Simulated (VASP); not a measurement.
A run of VASP 6.6.1:

Contents of INCAR:

```
SYSTEM = TiN
ALGO = Normal ; EDIFF = 1E-6
ENCUT = 600 ; GGA = PS
GGA_COMPAT = .FALSE. ; ISIF = 2
ISMEAR = 0 ; LASPH = .TRUE.
LCHARG = .FALSE. ; LREAL = .FALSE.
LWAVE = .FALSE. ; NBANDS = 16
NELM = 120 ; PREC = Accurate
SIGMA = 0.1
```

File KPOINTS:

```
k-points
0
G
  18 18 18
  0 0 0
```

POSCAR

```
TiN
1.0
    0.0000000000      2.1698180864      2.1698180864
    2.1698180864      0.0000000000      2.1698180864
    2.1698180864      2.1698180864      0.0000000000
Ti N
1 1
Direct
    0.0000000000      0.0000000000      0.0000000000
    0.5000000000      0.5000000000      0.5000000000
```

Potentials or basis: VASP PAW PBE potentials, release 64 (Ti_sv, N).

The run is started by

```console
$ cat potpaw_PBE.64/Ti_sv/POTCAR potpaw_PBE.64/N/POTCAR > POTCAR
$ mpirun -np 1 vasp_std > vasp.out
```

Hardware: 1 thread of Intel Xeon 8259CL (shared host).

Task: How long does it take, and how much memory?

Result: It took 110 s on 1 thread of Intel Xeon 8259CL (shared host), peak memory 0.22 GiB. Counts: scf iterations 14, k points 195.
